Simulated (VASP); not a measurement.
Wanted: the native input for a VASP 6.6.1 run.

| Property | Result |
| --- | --- |
| Task | single point |
| Functional | PBE |
| Dispersion | D3(BJ) |
| Potentials or basis | VASP PAW PBE potentials, release 64 (Mg, I) |
| Cutoff | 520 eV |
| k mesh | 6 × 6 × 4 |
| Occupations | gaussian, width 0.02 eV |
| Spin | no spin polarisation |
| Dipole correction | no |
| Further INCAR settings | ALGO = Normal; EDIFF = 1e-06; NBANDS = 15 |

The structure of MgI2 lies in POSCAR:

```
MgI2
1.0
    4.1400000000      0.0000000000      0.0000000000
   -2.0700000000      3.5853451717      0.0000000000
    0.0000000000      0.0000000000      6.8800000000
Mg I
1 2
Direct
    0.0000000000      0.0000000000      0.0000000000
    0.3333333333      0.6666666667      0.2434381835
    0.6666666667      0.3333333333      0.7565618165
```

One way to write it, as run:

INCAR

```
SYSTEM = MgI2
ALGO = Normal
EDIFF = 1E-6
ENCUT = 520
GGA = PE
ISIF = 2
ISMEAR = 0
IVDW = 12
LASPH = .True.
LCHARG = .True.
LELF = .True.
LREAL = .False.
LVHAR = .True.
LWAVE = .False.
NBANDS = 15
NELM = 100
PREC = Accurate
SIGMA = 0.02
```

KPOINTS

```
k-points
0
Gamma
  6 6 4
  0 0 0
```

Potentials or basis: VASP PAW PBE potentials, release 64 (Mg, I).

The run is started by

```bash
$ cat potpaw_PBE.64/Mg/POTCAR potpaw_PBE.64/I/POTCAR > POTCAR
$ mpirun -np 1 vasp_std > vasp.out
```

It gave:

- Pressure: -0.3 GPa
- Largest force: 0.009 eV/Å
- Band gap on the k mesh: 3.53 eV, indirect (least direct gap 3.73 eV)
- Dispersion energy per atom: -0.311 eV

Caveat: spin-orbit coupling is left out, which moves the levels of the heavy elements.

Wall time 22 s on 1 thread of AMD EPYC 9R14 (Zen 4), on a shared host, peak memory 0.21 GiB.
